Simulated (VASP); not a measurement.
# SiGe5 (P4/mmm) in VASP: a series of runs

The runs below take SiGe5 through relaxation of cell and atoms, single point, with PBE.

Everything below comes from runs of VASP 6.6.1. Logs are shortened: lines on timing, memory, paths and dates and some standing lists are left out, and cuts for length are marked.

## Step 1: The cell of the first run

Symmetry: P4/mmm, No. 123, tetragonal system. The conventional cell has a = 5.029 Å, b = 5.029 Å, c = 5.407 Å, α = 90.00°, β = 90.00°, γ = 90.00°. Si (site symmetry 4/mmm) has 8 Ge at 3.05 Å within 4.0 Å. Within 2.6 Å of Ge (site symmetry m2m) lie 3 Ge at 1.99 to 2.15 Å. Within 2.8 Å of Ge (site symmetry 4/mmm) lie 4 Ge at 2.15 Å.

The cell was generated, and may not be a known phase.

## Step 2: Relaxation of cell and atoms, PBE

Contents of INCAR:

```
  ALGO = Normal
  EDIFF = 1E-7
  EDIFFG = -0.04
  ENCUT = 600
  GGA = PE
  IBRION = 2
  ISIF = 3
  ISMEAR = 0
  LASPH = True
  LCHARG = False
  LREAL = False
  LWAVE = False
  NELM = 80
  NSW = 90
  PREC = Accurate
  SIGMA = 0.1
```

Contents of KPOINTS:

```
k-points
0
Gamma
  4 4 4
```

Contents of POSCAR:

```
SiGe5
1.0
    5.0292947800      0.0000000000      0.0000000000
    0.0000000000      5.0292947800      0.0000000000
    0.0000000000      0.0000000000      5.4073629100
Si Ge
1 5
Direct
    0.0000000000      0.0000000000      0.0000000000
    0.8023551500      0.8023551500      0.5000000000
    0.1976448500      0.1976448500      0.5000000000
    0.1976448500      0.8023551500      0.5000000000
    0.8023551500      0.1976448500      0.5000000000
    0.5000000000      0.5000000000      0.5000000000
```

Potentials or basis: VASP PAW PBE potentials, release 64 (Si, Ge_d).

Started as:

```bash
$ cat potpaw_PBE.64/Si/POTCAR potpaw_PBE.64/Ge_d/POTCAR > POTCAR
$ mpirun -np 1 vasp_std > vasp.out
```

OUTCAR:

```text
EDIFF = 1E-7
   EDIFFG = -0.04
   ENCUT = 600
   GGA = PE
   IBRION = 2
   ISIF = 3
   ISMEAR = 0
   LASPH = True
   LREAL = False
   NELM = 80
   NSW = 90
   PREC = Accurate

 ion  position               nearest neighbor table
   1  0.000  0.000  0.000-
   2  0.802  0.802  0.500-   4 1.99   5 1.99   6 2.15   3 2.81
   3  0.198  0.198  0.500-   4 1.99   5 1.99   6 2.15   2 2.81
   4  0.198  0.802  0.500-   2 1.99   3 1.99   6 2.15   5 2.81
   5  0.802  0.198  0.500-   2 1.99   3 1.99   6 2.15   4 2.81
   6  0.500  0.500  0.500-   2 2.15   3 2.15   4 2.15   5 2.15

  LATTYP: Found a simple tetragonal cell.
 ALAT       =     5.0292947800
 C/A-ratio  =     1.0751731896

  Lattice vectors:

 A1 = (   5.0292947800,   0.0000000000,   0.0000000000)
 A2 = (   0.0000000000,   5.0292947800,   0.0000000000)
 A3 = (   0.0000000000,   0.0000000000,   5.4073629100)

Analysis of symmetry for initial positions (statically):
=====================================================================
 Subroutine PRICEL returns:
 Original cell was already a primitive cell.

 Routine SETGRP: Setting up the symmetry group for a
 simple tetragonal supercell.

 Subroutine GETGRP returns: Found 16 space group operations
 (whereof 16 operations were pure point group operations)
 out of a pool of 16 trial point group operations.

The static configuration has the point symmetry D_4h.

Analysis of symmetry for dynamics (positions and initial velocities):
=====================================================================
 Subroutine PRICEL returns:
 Original cell was already a primitive cell.

 Routine SETGRP: Setting up the symmetry group for a
 simple tetragonal supercell.

 Subroutine GETGRP returns: Found 16 space group operations
 (whereof 16 operations were pure point group operations)
 out of a pool of 16 trial point group operations.

The dynamic configuration has the point symmetry D_4h.

 Subroutine INISYM returns: Found 16 space group operations
 (whereof 16 operations are pure point group operations),
 and found     1 'primitive' translations

----------------------------------------------------------------------------------------

                                     Primitive cell

  volume of cell :     136.7728

  direct lattice vectors                    reciprocal lattice vectors
     5.029294780  0.000000000  0.000000000     0.198835034  0.000000000  0.000000000
     0.000000000  5.029294780  0.000000000     0.000000000  0.198835034  0.000000000
     0.000000000  0.000000000  5.407362910     0.000000000  0.000000000  0.184933029

  length of vectors
     5.029294780  5.029294780  5.407362910     0.198835034  0.198835034  0.184933029

  position of ions in fractional coordinates (direct lattice)
     0.000000000  0.000000000  0.000000000
     0.802355150  0.802355150  0.500000000
     0.197644850  0.197644850  0.500000000
     0.197644850  0.802355150  0.500000000
     0.802355150  0.197644850  0.500000000
     0.500000000  0.500000000  0.500000000

  ion indices of the primitive-cell ions
   primitive index   ion index
                 1           1
                 2           2
                 3           3
                 4           4
                 5           5
                 6           6

----------------------------------------------------------------------------------------

 KPOINTS: k-points

Automatic generation of k-mesh.
 Grid dimensions read from file:
 generate k-points for:    4    4    4

 Generating k-lattice:

  Cartesian coordinates                     Fractional coordinates (reciprocal lattice)
     0.049708759  0.000000000  0.000000000     0.250000000  0.000000000  0.000000000
     0.000000000  0.049708759  0.000000000     0.000000000  0.250000000  0.000000000
     0.000000000  0.000000000  0.046233257     0.000000000  0.000000000  0.250000000

  Length of vectors
     0.049708759  0.049708759  0.046233257

  Shift w.r.t. Gamma in fractional coordinates (k-lattice)
     0.000000000  0.000000000  0.000000000

 Subroutine IBZKPT returns following result:
 ===========================================

 Found     18 irreducible k-points:

 Following reciprocal coordinates:
            Coordinates               Weight
  0.000000  0.000000  0.000000      1.000000
  0.250000  0.000000  0.000000      4.000000
  0.500000  0.000000  0.000000      2.000000
  0.250000  0.250000  0.000000      4.000000
  0.500000  0.250000  0.000000      4.000000
  0.500000  0.500000  0.000000      1.000000
[... 10 lines left out ...]
  0.500000  0.250000  0.500000      4.000000
  0.500000  0.500000  0.500000      1.000000
   k-points           NKPTS =     18   k-points in BZ     NKDIM =     18   number of bands    NBANDS=     44
   number of dos      NEDOS =    301   number of ions     NIONS =      6
   total plane-waves  NPLWV =  76800
   dimension x,y,z NGX =    40 NGY =   40 NGZ =   48
   dimension x,y,z NGXF=    80 NGYF=   80 NGZF=   96
   ions per type =               1   5
   NGX,Y,Z   is equivalent  to a cutoff of  13.22, 13.22, 14.76 a.u.
   NGXF,Y,Z  is equivalent  to a cutoff of  26.44, 26.44, 29.51 a.u.
 SYSTEM =  unknown system
   PREC   = accura    normal or accurate (medium, high low for compatibility)
   ISTART =      0    job   : 0-new  1-cont  2-samecut
   ICHARG =      2    charge: 1-file 2-atom 10-const
   ISPIN  =      1    spin polarized calculation?
   LNONCOLLINEAR =      F non collinear calculations
   LSORBIT =      F    spin-orbit coupling
   LASPH  =      T    aspherical Exc in radial PAW
   ENCUT  =  600.0 eV  44.10 Ry    6.64 a.u.  10.04 10.04 10.80*2*pi/ulx,y,z
   NELM   =     80;   NELMIN=  2; NELMDL= -5     # of ELM steps
   EDIFF  = 0.1E-06   stopping-criterion for ELM
   LREAL  =      F    real-space projection
   EDIFFG = -.4E-01   stopping-criterion for IOM
   NSW    =     90    number of steps for IOM
   IBRION =      2    ionic relax: 0-MD 1-quasi-New 2-CG
   NFREE  =      1    steps in history (QN), initial steepest desc. (CG)
   ISIF   =      3    stress and relaxation
   ISYM   =      2    0-nonsym 1-usesym 2-fastsym
   POTIM  = 0.5000    time-step for ionic-motion
   TEBEG  =    0.0;   TEEND  =   0.0 temperature during run
   PSTRESS=    0.0 pullay stress
   NELECT =      74.0000    total number of electrons
   NUPDOWN=      -1.0000    fix difference up-down
   EMIN   =  10.00;   EMAX   =-10.00  energy-range for DOS
   EFERMI =   0.00;   METHOD = LEGACY
   ISMEAR =     0;   SIGMA  =   0.10  broadening in eV -4-tet -1-fermi 0-gaus
   EFERMI_NEDOS =   21; number of points for ismear=-14 and -15
   IALGO  =     38    algorithm
   IMIX   =      4    mixing-type and parameters
     AMIX     =   0.40;   BMIX     =  1.00
     AMIX_MAG =   1.60;   BMIX_MAG =  1.00
  volume/ion in A,a.u.               =      22.80       153.83
  Fermi-wavevector in a.u.,A,eV,Ry     =   1.333989  2.520873 24.211921  1.779526
  Thomas-Fermi vector in A             =   2.462805
   LORBIT       =      0    0 simple, 1 ext, 2 COOP (PROOUT), +10 PAW based schemes
   GGA     = PE    functional components
   LHFCALC =     F    Hartree Fock is set to
   AEXX    =    0.0000 exact exchange contribution
   IVDW    =     0    specifies the selected vdW correction
   LEPSILON=     F    determine dielectric tensor
   LRPA    =     F    only Hartree local field effects (RPA)
 conjugate gradient relaxation of ions
 non-spin polarized calculation
 Gauss-broadening in eV      SIGMA  =   0.10
  energy-cutoff  :      600.00
  volume of cell :      136.77
 maximum number of plane-waves:      4612
   NGX = 21   NGY = 21   NGZ = 21

--------------------------------------- Ionic step        1  -------------------------------------------

 number of electron      73.9999954 magnetization

 Free energy of the ion-electron system (eV)
  ---------------------------------------------------
  ext. energy  EPLUGINS =         0.00000000
  ---------------------------------------------------
  free energy    TOTEN  =       -13.81216342 eV

  energy without entropy =      -13.78179128  energy(sigma->0) =      -13.79697735

------------------------ aborting loop because EDIFF is reached ----------------------------------------

  FORCE on cell =-STRESS in cart. coord.  units (eV):
  Direction    XX          YY          ZZ          XY          YZ          ZX
  --------------------------------------------------------------------------------------
  -------------------------------------------------------------------------------------
  Total       59.2871221     59.2871221     -4.4771742      0.0000000      0.0000000      0.0000000
  in kB      694.4984020    694.4984020    -52.4463029      0.0000000      0.0000000      0.0000000
  external PRESSURE =     445.5168337 kB  Pullay stress =       0.0000000 kB
[... 25 lines left out ...]
  energy  without entropy=      -13.7817912759  energy(sigma->0) =      -13.79697735

--------------------------------------- Ionic step        2  -------------------------------------------

 number of electron      74.0000311 magnetization

 E-fermi :  -0.0648     XC(G=0):  -6.7725

 val. band max:       -0.0863822932   @ k =   0.5000   0.2500   0.2500
 cond. band min:      -0.0632015759   @ k =   0.0000   0.0000   0.2500
 fundamental gap:      0.0231807173
 Fermi energy:        -0.0647750933

 k-point     1 :       0.0000    0.0000    0.0000
  band No.  band energies     occupation
      1     -24.9496      2.00000
      2     -24.9492      2.00000
      3     -24.9479      2.00000
      4     -24.9479      2.00000
      5     -24.9476      2.00000
      6     -24.9476      2.00000
[... 908 lines left out ...]
  FREE ENERGIE OF THE ION-ELECTRON SYSTEM (eV)
  ---------------------------------------------------
  free  energy   TOTEN  =       -19.7482774686 eV

  energy  without entropy=      -19.7239028043  energy(sigma->0) =      -19.73609014

 E-fermi :   5.0345     XC(G=0):  -9.8621

 val. band max:        4.9463357246   @ k =   0.2500   0.2500   0.2500
 cond. band min:       5.0467414385   @ k =   0.5000   0.0000   0.2500
 fundamental gap:      0.1004057138
 Fermi energy:         5.0345459661

 k-point     1 :       0.0000    0.0000    0.0000
  band No.  band energies     occupation
      1     -19.7378      2.00000
      2     -19.7274      2.00000
      3     -19.7240      2.00000
      4     -19.6607      2.00000
      5     -19.6607      2.00000
      6     -19.6497      2.00000
[... 835 lines left out ...]
     43       8.2790      0.00000
     44       8.3034      0.00000

[... ionic steps 4 to 21 ...]

--------------------------------------- Ionic step       22  -------------------------------------------

 number of electron      73.9999885 magnetization

------------------------ aborting loop because EDIFF is reached ----------------------------------------

  FORCE on cell =-STRESS in cart. coord.  units (eV):
  Direction    XX          YY          ZZ          XY          YZ          ZX
  --------------------------------------------------------------------------------------
  -------------------------------------------------------------------------------------
  Total       -0.1668199     -0.1668199      0.2040605      0.0000000      0.0000000     -0.0000000
  in kB       -1.7683935     -1.7683935      2.1631669      0.0000000      0.0000000     -0.0000000
  external PRESSURE =      -0.4578734 kB  Pullay stress =       0.0000000 kB
[... 65 lines left out ...]
  energy  without entropy=      -25.1691716241  energy(sigma->0) =      -25.17644066

--------------------------------------- Ionic step       24  -------------------------------------------

 number of electron      73.9999881 magnetization

 Free energy of the ion-electron system (eV)
  ---------------------------------------------------
  ext. energy  EPLUGINS =         0.00000000
  ---------------------------------------------------
  free energy    TOTEN  =       -25.18481798 eV

  energy without entropy =      -25.17064192  energy(sigma->0) =      -25.17772995

 E-fermi :   3.9754     XC(G=0):  -9.2962

 val. band max:        3.9627052752   @ k =   0.5000   0.0000   0.0000
 cond. band min:       4.0275918264   @ k =   0.0000   0.0000   0.5000
 fundamental gap:      0.0648865512
 Fermi energy:         3.9753591238

 k-point     1 :       0.0000    0.0000    0.0000
  band No.  band energies     occupation
      1     -20.7223      2.00000
      2     -20.6952      2.00000
      3     -20.6754      2.00000
      4     -20.6754      2.00000
      5     -20.6738      2.00000
      6     -20.6711      2.00000
[... 868 lines left out ...]
  FREE ENERGIE OF THE ION-ELECTRON SYSTEM (eV)
  ---------------------------------------------------
  free  energy   TOTEN  =       -25.1848179820 eV

  energy  without entropy=      -25.1706419190  energy(sigma->0) =      -25.17772995

 reached required accuracy - stopping structural energy minimisation
```

It took 22 min on 1 thread of Intel Xeon 6975P-C (Granite Rapids), shared host; peak memory 0.33 GiB.

Results:

```yaml
Free_energy: -25.1848 eV
Relaxed_volume: 25.14 Å³/atom
Relaxed_cell: a = 6.468 Å, b = 6.468 Å, c = 3.606 Å, α = 90.00°, β = 90.00°, γ = 90.00°
Space_group_after_relaxing_to_0.1_Å: P4/mmm (No. 123)
Energy_gained_by_relaxing: 1895.4 meV/atom
Ionic_steps: 24
Pressure_after_relaxing: 0.0 GPa
Largest_force_after_relaxing: 0.020 eV/Å
Band_gap_on_the_k_mesh: zero (bands 37 and 38 overlap by 3.46 eV)
```

Forces in eV/Å, atoms in the order of the input:
```
Si   0.000  0.000  0.000
Ge  -0.014 -0.014  0.000
Ge   0.014  0.014  0.000
Ge   0.014 -0.014  0.000
Ge  -0.014  0.014  0.000
Ge   0.000  0.000  0.000
```

Stress tensor (GPa, compression positive):
```
-0.08  0.00  0.00
 0.00 -0.08  0.00
 0.00  0.00  0.13
```

The path:
| step | energy change (eV) | largest force (eV/Å) | pressure (GPa) | volume (Å³) |
| --- | --- | --- | --- | --- |
| 1 | 0.0000 | 8.5629 | 44.55 | 136.77 |
| 2 | -4.9055 | 0.2416 | -5.68 | 287.51 |
| 3 | -5.9361 | 0.6922 | -4.95 | 263.27 |
| 4 | -6.5581 | 1.0518 | -4.41 | 246.95 |
| 5 | -8.0165 | 3.1456 | 1.74 | 188.23 |
| 6 | -7.9469 | 2.9301 | -0.66 | 199.15 |
| 7 | -8.0068 | 3.0529 | 0.45 | 193.64 |
| 8 | -9.4541 | 1.3821 | -4.66 | 201.47 |
| 9 | -9.6509 | 0.9968 | -5.71 | 204.41 |
| 10 | -10.6676 | 0.3047 | -1.80 | 174.75 |
| 11 | -10.7084 | 0.7215 | -0.51 | 169.66 |
| 12 | -11.0570 | 0.4444 | 0.09 | 160.89 |
| 13 | -11.0877 | 0.8166 | 5.98 | 133.55 |
| 14 | -11.2873 | 0.2777 | 2.49 | 147.72 |
| 15 | -11.3449 | 0.2216 | -1.06 | 155.74 |
| 16 | -11.3545 | 0.1212 | -0.13 | 153.46 |
| 17 | -11.3545 | 0.1140 | -0.06 | 153.34 |
| 18 | -11.3582 | 0.0413 | -0.07 | 153.50 |
| 19 | -11.3597 | 0.0630 | -0.08 | 153.69 |
| 20 | -11.3624 | 0.0989 | -0.14 | 153.37 |
| 21 | -11.3703 | 0.0625 | -0.23 | 152.38 |
| 22 | -11.3715 | 0.0411 | -0.05 | 151.14 |
| 23 | -11.3715 | 0.0393 | -0.02 | 151.01 |
| 24 | -11.3727 | 0.0199 | -0.01 | 150.85 |

Final structure:
```
Si Ge
1.0
     6.46803    0.00000    0.00000
     0.00000    6.46803    0.00000
     0.00000    0.00000    3.60586
Si Ge
1 5
Direct
  0.00000 0.00000 0.00000
  0.79368 0.79368 0.50000
  0.20632 0.20632 0.50000
  0.20632 0.79368 0.50000
  0.79368 0.20632 0.50000
  0.50000 0.50000 0.50000
```

Caveat: a cell axis changed by over 15 % at a fixed basis, so the end point is rough.

(Part 1 of 2 ends here.)

The gap in the log of VASP goes by the Fermi energy; the results here count the filled bands.